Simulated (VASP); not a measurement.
Input of a VASP 6.6.1 run:

The input INCAR:

```
SYSTEM = Mg
PREC = Accurate
ENCUT = 520
EDIFF = 1E-6
ISMEAR = 0
SIGMA = 0.1
LREAL = .FALSE.
LASPH = .TRUE.
NELM = 100
ALGO = Fast
ISIF = 2
LWAVE = .FALSE.
LCHARG = .FALSE.
GGA = PS
NBANDS = 18
```

Contents of KPOINTS:

```
Automatic mesh
0
G
  4 4 4
  0 0 0
```

The input POSCAR:

```
Mg
1.0
    5.6630492469      0.0000000000      0.0000000000
    0.0000000000      5.6630492469      0.0000000000
    0.0000000000      0.0000000000      5.6630492469
Mg
8
Direct
    0.5000000000      0.5000000000      0.5000000000
    0.0000000000      0.0000000000      0.0000000000
    0.2500000000      0.0000000000      0.5000000000
    0.5000000000      0.2500000000      0.0000000000
    0.5000000000      0.7500000000      0.0000000000
    0.7500000000      0.0000000000      0.5000000000
    0.0000000000      0.5000000000      0.7500000000
    0.0000000000      0.5000000000      0.2500000000
```

Potentials or basis: VASP PAW PBE potentials, release 64 (Mg).

Launch:

```sh
$ cat potpaw_PBE.64/Mg/POTCAR > POTCAR
$ mpirun -np 1 vasp_std > vasp.out
```

(1) What does it give for the band gap on the k mesh?

(2) Estimate the pressure.

Answers

(1) zero (bands 8 and 9 overlap by 2.66 eV).

(2) 0.5 GPa.

Caveat: the PAW data sets were made with another functional, which shifts forces and pressure a little.
